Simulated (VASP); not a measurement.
Here is a VASP 6.6.1 calculation.

File INCAR:

```
PREC = Accurate ; ENCUT = 520
EDIFF = 1E-8 ; ISMEAR = -1
SIGMA = 0.05 ; LREAL = False
LASPH = True ; NELM = 80
ALGO = Normal ; ISIF = 2
LWAVE = False ; LCHARG = False
GGA = PS ; LEFG = True
NBANDS = 10
```

KPOINTS

```
Automatic mesh
0
Gamma
  8 8 8
```

Contents of POSCAR:

```
Rb
1.0
   -2.7966153145      2.7966153145      2.7966153145
    2.7966153145     -2.7966153145      2.7966153145
    2.7966153145      2.7966153145     -2.7966153145
Rb
1
Direct
    0.0000000000      0.0000000000      0.0000000000
```

Potentials or basis: VASP PAW PBE potentials, release 64 (Rb_sv).

The run is started by

```sh
$ cat potpaw_PBE.64/Rb_sv/POTCAR > POTCAR
$ mpirun -np 1 vasp_std > vasp.out
```

(1) What does it give for the band gap on the k mesh?

(2) What does it give for the pressure?

Results:

(1) zero (an odd number of electrons rules out a gap without spin polarisation).

(2) 0.0 GPa.

Caveat: the PAW data sets were made with another functional, which shifts forces and pressure a little.
